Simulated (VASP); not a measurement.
# SiNi2 (P-3m1) in VASP: notebook, part 2 of 2

VASP 6.6.1.

## (5) Single point, PBEsol (atoms displaced along a vibrational mode)

INCAR

```
SYSTEM = SiNi2
ALGO = Fast
EDIFF = 1E-6
ENCUT = 520
GGA = PS
ISIF = 2
ISMEAR = 0
LASPH = .True.
LCHARG = .False.
LREAL = .False.
LWAVE = .False.
NBANDS = 33
NELM = 80
PREC = Accurate
SIGMA = 0.15
```

KPOINTS

```
k-points
0
Gamma
  12 12 10
  0 0 0
```

POSCAR

```
SiNi2
1.0
    3.8684636248      0.0000000000      0.0000000000
   -1.9342318124      3.3501877727      0.0000000000
    0.0000000000      0.0000000000      4.9169852794
Si Ni
2 4
Direct
    0.3333333333      0.6666666667      0.7636026407
    0.6666666667      0.3333333333      0.2363973593
    0.0000000000      0.0000000000      0.0000000000
    0.0000000000      0.0000000000      0.5000000000
    0.3333333333      0.6666666667      0.2652532488
    0.6666666667      0.3333333333      0.7347467512
```

Potentials or basis: VASP PAW PBE potentials, release 64 (Si, Ni).

Launch:

```
> cat potpaw_PBE.64/Si/POTCAR potpaw_PBE.64/Ni/POTCAR > POTCAR
> mpirun -np 1 vasp_std > vasp.out
```

OUTCAR:

```text
SYSTEM = SiNi2
   EDIFF = 1E-6
   ENCUT = 520
   GGA = PS
   ISIF = 2
   ISMEAR = 0
   LASPH = .True.
   LREAL = .False.
   NELM = 80
   PREC = Accurate

 ion  position               nearest neighbor table
   1  0.333  0.667  0.764-   6 2.24   6 2.24   6 2.24   5 2.45   5 2.47   3 2.52   3 2.52   3 2.52
                             4 2.58   4 2.58   4 2.58
   2  0.667  0.333  0.236-   5 2.24   5 2.24   5 2.24   6 2.45   6 2.47   3 2.52   3 2.52   3 2.52
[... 1082 lines left out ...]
  -------------------------------------------------------------------------------------
  Total        0.1224539      0.1224539     -0.0392714      0.0000000     -0.0000000      0.0000000
  in kB        3.0787646      3.0787646     -0.9873708      0.0000000     -0.0000000      0.0000000
  external PRESSURE =       1.7233861 kB  Pullay stress =       0.0000000 kB

 VOLUME and BASIS-vectors are now :
 -----------------------------------------------------------------------------
  energy-cutoff  :      520.00
  volume of cell :       63.72
      direct lattice vectors                 reciprocal lattice vectors
     3.868463625  0.000000000  0.000000000     0.258500557  0.149245366  0.000000000
    -1.934231812  3.350187773  0.000000000     0.000000000  0.298490732  0.000000000
     0.000000000  0.000000000  4.916985279     0.000000000  0.000000000  0.203376651

 POSITION                                       TOTAL-FORCE (eV/Angst)
 -----------------------------------------------------------------------------------
     -0.00000      2.23346      3.75462        -0.000000     -0.000000     -0.103060
      1.93423      1.11673      1.16236         0.000000      0.000000      0.103060
      0.00000      0.00000      0.00000         0.000000      0.000000      0.000000
      0.00000      0.00000      2.45849         0.000000      0.000000      0.000000
     -0.00000      2.23346      1.30425        -0.000000     -0.000000     -0.229206
      1.93423      1.11673      3.61274         0.000000      0.000000      0.229206
 -----------------------------------------------------------------------------------
    total drift:                                0.000000     -0.000000     -0.000000

  FREE ENERGIE OF THE ION-ELECTRON SYSTEM (eV)
  ---------------------------------------------------
  free  energy   TOTEN  =       -39.5469559587 eV

  energy  without entropy=      -39.5076976308  energy(sigma->0) =      -39.52732679
```

OSZICAR:

```text
N       E                     dE             d eps       ncg     rms          rms(c)
DAV:   1     0.317364139555E+03    0.31736E+03   -0.20771E+04 10780   0.188E+03
DAV:   2    -0.218102261340E+02   -0.33917E+03   -0.32061E+03 10692   0.370E+02
DAV:   3    -0.446973700990E+02   -0.22887E+02   -0.21691E+02 11725   0.122E+02
DAV:   4    -0.452830328405E+02   -0.58566E+00   -0.58242E+00 12785   0.178E+01
DAV:   5    -0.453038136558E+02   -0.20781E-01   -0.20772E-01 13502   0.313E+00    0.255E+01
RMM:   6    -0.466401044471E+02   -0.13363E+01   -0.75470E+01 11621   0.868E+01    0.252E+01
RMM:   7    -0.397710239023E+02    0.68691E+01   -0.21111E+01 10766   0.488E+01    0.708E+00
RMM:   8    -0.406252948725E+02   -0.85427E+00   -0.24930E+00 11166   0.146E+01    0.116E+01
RMM:   9    -0.395542454027E+02    0.10710E+01   -0.11902E+00 11096   0.112E+01    0.129E+00
RMM:  10    -0.395822329575E+02   -0.27988E-01   -0.12967E-01 11750   0.270E+00    0.232E+00
RMM:  11    -0.395476489674E+02    0.34584E-01   -0.63518E-02 11866   0.239E+00    0.560E-01
RMM:  12    -0.395465448975E+02    0.11041E-02   -0.14150E-02 13227   0.841E-01    0.294E-01
RMM:  13    -0.395468298763E+02   -0.28498E-03   -0.45301E-03 13431   0.489E-01    0.101E-01
RMM:  14    -0.395469697712E+02   -0.13989E-03   -0.18712E-03 15378   0.218E-01    0.633E-02
RMM:  15    -0.395469508539E+02    0.18917E-04   -0.19592E-04 11985   0.113E-01    0.342E-02
RMM:  16    -0.395469554924E+02   -0.46385E-05   -0.70696E-05 14808   0.515E-02    0.846E-03
RMM:  17    -0.395469559587E+02   -0.46633E-06   -0.94419E-06 11580   0.182E-02
   1 F= -.39546956E+02 E0= -.39527327E+02  d E =-.392583E-01
```

stdout:

```text
POSCAR found type information on POSCAR SiNi
 POSCAR found :  2 types and       6 ions
 scaLAPACK will be used
 -----------------------------------------------------------------------------
|                                                                             |
|                                                                             |
|     You enforced a specific xc type in the INCAR file but a different       |
|     I HOPE YOU KNOW WHAT YOU ARE DOING!                                     |
|                                                                             |
 -----------------------------------------------------------------------------

 LDA part: xc-table for (Slater+PW92), standard interpolation
 POSCAR, INCAR and KPOINTS ok, starting setup
 FFT: planning ... GRIDC
 FFT: planning ... GRID_SOFT
 FFT: planning ... GRID
 WAVECAR not read
 entering main loop
```

Run time: 3.9 min. Hardware: 1 thread of AMD EPYC 9R45 (Zen 5), shared host; peak memory 0.35 GiB.

Results:

* Free energy: -39.5470 eV
* Pressure: 0.2 GPa
* Largest force: 0.229 eV/Å
* Band gap on the k mesh: zero (bands 24 and 25 overlap by 3.24 eV)

Forces on the atoms (eV/Å):
```
Si   0.000  0.000 -0.103
Si   0.000  0.000  0.103
Ni   0.000  0.000  0.000
Ni   0.000  0.000  0.000
Ni   0.000  0.000 -0.229
Ni   0.000  0.000  0.229
```

Caveat: the cell differs from its parent crystal (atoms displaced along a vibrational mode); the PAW data sets were made with another functional, which shifts forces and pressure a little. Spin polarisation is off, so any magnetic state and its effect on volume and gap are missing.

## (6) Overview

| cell | gap on the mesh (eV) | pressure (GPa) | largest force (eV/Å) |
| --- | --- | --- | --- |
| as given, atomic positions A | none | -0.7 | 0.82 |
| as given, atomic positions B | none | -0.4 | 0.65 |
| as given, atomic positions C | none | -0.1 | 0.45 |
| as given, atomic positions D | none | 0.2 | 0.23 |

Alike in all rows: task single point; level PBEsol; potentials or basis VASP PAW PBE potentials, release 64 (Si, Ni); no spin polarisation; k mesh 12 × 12 × 10; cutoff (eV) 520; smearing gaussian 0.15 eV.

Caveats: the PAW data sets were made with another functional, which shifts forces and pressure a little.

Total energies depend on the potentials used, so only differences within one code and one set of settings carry meaning.
